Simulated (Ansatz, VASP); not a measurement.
# Ga: VASP beside Ansatz

File INCAR:

```
SYSTEM = Ga
ALGO = Normal ; EDIFF = 1E-7
ENCUT = 520 ; GGA = PE
ISIF = 2 ; ISMEAR = -1
LASPH = .True. ; LCHARG = .False.
LREAL = .False. ; LWAVE = .False.
NBANDS = 20 ; NELM = 80
PREC = Accurate ; SIGMA = 0.08
```

The input KPOINTS:

```
k-points
0
Gamma
  12 12 10
  0 0 0
```

File POSCAR:

```
Ga
1.0
    1.4093500000     -4.0505000000     -0.0261500000
    1.4906500000      4.0795000000      0.0551500000
    0.0317000000      0.0317000000      3.1700000000
Ga
2
Direct
    0.8670000000      0.1330000000      0.2500000000
    0.1330000000      0.8670000000      0.7500000000
```

Input for Ansatz:

```yaml
crystal:
  lattice:
    - [1.40935, -4.0505, -0.02615]
    - [1.49065, 4.0795, 0.05515]
    - [0.0317, 0.0317, 3.17]
  atoms:
    - { symbol: Ga, position: [0.867, 0.133, 0.25] }
    - { symbol: Ga, position: [0.133, 0.867, 0.75] }
kpoints:
  mp_grid: { grid: [12, 12, 10] }
  band_path:
    path:
      - [0.0, 0.0, 0.0]
      - [0.5, -0.5, 0.0]
      - [0.0, 0.0, 0.5]
      - [0.0, 0.0, 0.0]
      - [0.0, -0.5, 0.0]
      - [-0.5, 0.0, -0.5]
      - [0.0, 0.0, 0.0]
      - [0.0, -0.5, -0.5]
      - [-0.5, 0.0, 0.0]
    npoints: 5
scf:
  occupations: { method: fermi_dirac, width: 0.08 }
hamiltonian:
  xc: pbe
  pseudopotentials: { kind: all_electron, lapw: { basis_error: 0.001 } }
output:
  forces: true
  stress: true
  eigenvalues: true
```

Change from the starting cell: equal xy, yz and zx shear strains of +2 %.

Alike in both runs: task single point; functional PBE; k mesh 12 × 12 × 10; occupations fermi-dirac, width 0.08 eV; no spin polarisation.

```csv
,VASP,Ansatz
version,VASP 6.6.1,Ansatz 0.2.0
potentials or method,"VASP PAW PBE potentials, release 64 (Ga_d), cutoff 520 eV","all-electron LAPW, scalar-relativistic"
```

|  | VASP | Ansatz | Ansatz less VASP |
| --- | --- | --- | --- |
| pressure (GPa) | 1.8 | 1.7 | -0.08 |
| traceless stress, the component that is largest in VASP (GPa) | -2.39 | -2.38 | +0.013 |
| rms of the force components (eV/Å) | 0.112 | 0.112 | -0.0008 |

Atom by atom the forces differ by 0.001 eV/Å (rms over components). Ansatz ran all-electron here, and VASP with PAW potentials.
